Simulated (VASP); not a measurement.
The system is K2BrF.

```xyz
4
Lattice="2.0891 1.2061 6.9683 -2.0891 1.2061 6.9683 0.0000 -2.4123 6.9683" Properties=species:S:1:pos:R:3 pbc="T T T"
F     2.0891    1.2061    6.9683
Br    0.0000    0.0000   10.4524
K     0.0000    0.0000    5.5845
K     0.0000    0.0000   15.3204
```

Base run:

```yaml
Program: VASP 6.6.1
Functional: PBE
Potentials_or_basis: VASP PAW PBE potentials, release 64 (F, Br, K_sv)
Cutoff: 520 eV
k_mesh: 6 × 6 × 6
Occupations: gaussian, width 0.01 eV
Spin: no spin polarisation
```

Its results: band gap on the k mesh 4.13 eV; pressure 1.1 GPa; largest force 0.072 eV/Å.

The run is repeated on the same cell with these changes: functional from PBE to r2SCAN; further incar settings from ALGO = Normal; EDIFF = 1e-07; NBANDS = 24 to ALGO = Normal; EDIFF = 1e-06; NBANDS = 24. What comes out?

Band gap on the k mesh 4.73 eV; pressure 0.0 GPa; largest force 0.004 eV/Å.

Caveats: the PAW data sets were made with another functional, which shifts forces and pressure a little (at least some runs).

A k mesh can miss the band edges.
